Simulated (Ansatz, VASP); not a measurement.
**P: VASP beside Ansatz**

```
CELL_PARAMETERS angstrom
1.66123 -5.10422 0.00000
1.66123 5.10422 0.00000
0.00000 0.00000 4.16590
ATOMIC_POSITIONS crystal
P 0.89375 0.10625 0.07196
P 0.60625 0.39375 0.57196
P 0.10625 0.89375 0.92804
P 0.39375 0.60625 0.42804
```

Alike in both runs: functional PBE; dispersion D3(BJ); k mesh 10 × 10 × 8; occupations gaussian, width 0.01 eV; no spin polarisation.

Ansatz relaxed the structure, and its values are those at the end. VASP's run is a single point on that final structure, the one shown.

|  | VASP | Ansatz |
| --- | --- | --- |
| version | VASP 6.6.1 | Ansatz 0.2.0 |
| potentials or method | VASP PAW PBE potentials, release 64 (P), cutoff 520 eV | scalar-relativistic, plane waves, PAW |
| valence electrons in the cell | 20 | 20 |

```csv
,VASP,Ansatz,Ansatz less VASP
gap on the k mesh at the Fermi level (eV),none,none,-
pressure (GPa),-0.4,0.0,+0.35
rms of the force components (eV/Å),0.033,0.002,-0.0311
```

A gap of «none» marks a metal or a gap that the smearing closes.
